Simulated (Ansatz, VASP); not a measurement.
BP: VASP beside Ansatz

File INCAR:

```
SYSTEM = BP
ALGO = Normal
EDIFF = 1E-6
ENCUT = 520
GGA = PE
ISIF = 2
ISMEAR = 0
LASPH = .True.
LCHARG = .True.
LELF = .True.
LREAL = .False.
LVHAR = .True.
LWAVE = .False.
NBANDS = 11
NELM = 80
PREC = Accurate
SIGMA = 0.05
```

The input KPOINTS:

```
k-points
0
Gamma
  10 10 10
  0 0 0
```

POSCAR

```
BP
1.0
    0.0000000000      2.2690000000      2.3597600000
    2.2690000000      0.0000000000      2.3597600000
    2.2690000000      2.2690000000      0.0000000000
B P
1 1
Direct
    0.0000000000      0.0000000000      0.0000000000
    0.7500000000      0.7500000000      0.7500000000
```

Input for Ansatz:

```yaml
crystal:
  lattice:
    - [0.0, 2.269, 2.35976]
    - [2.269, 0.0, 2.35976]
    - [2.269, 2.269, 0.0]
  atoms:
    - { symbol: B, position: [0.0, 0.0, 0.0] }
    - { symbol: P, position: [0.75, 0.75, 0.75] }
basis:
  ecutwfc: 420
kpoints:
  mp_grid: { grid: [10, 10, 10] }
hamiltonian:
  xc: pbe
scf:
  occupations: { method: gaussian, width: 0.05 }
output:
  forces: true
  stress: true
  eigenvalues: true
  write_density: true
  write_potential: true
  elf: true
  volumetric_format: npy
```

Change from the starting cell: strain +0.000 along x and y, +0.040 along z, atoms carried along.

Alike in both runs: task single point; functional PBE; k mesh 10 × 10 × 10; occupations gaussian, width 0.05 eV; no spin polarisation.

```csv
,VASP,Ansatz
version,VASP 6.6.1,Ansatz 0.2.0
potentials or method,"VASP PAW PBE potentials, release 64 (B, P), cutoff 520 eV","scalar-relativistic, plane waves, PAW"
valence electrons in the cell,8,8
```

```tsv
	VASP	Ansatz	Ansatz less VASP
gap on the k mesh at the Fermi level (eV)	1.00	1.01	+0.004
least direct gap on the mesh (eV)	3.15	3.15	+0.003
pressure (GPa)	-5.1	-4.9	+0.20
traceless stress, the component that is largest in VASP (GPa)	-7.12	-7.11	+0.010
```
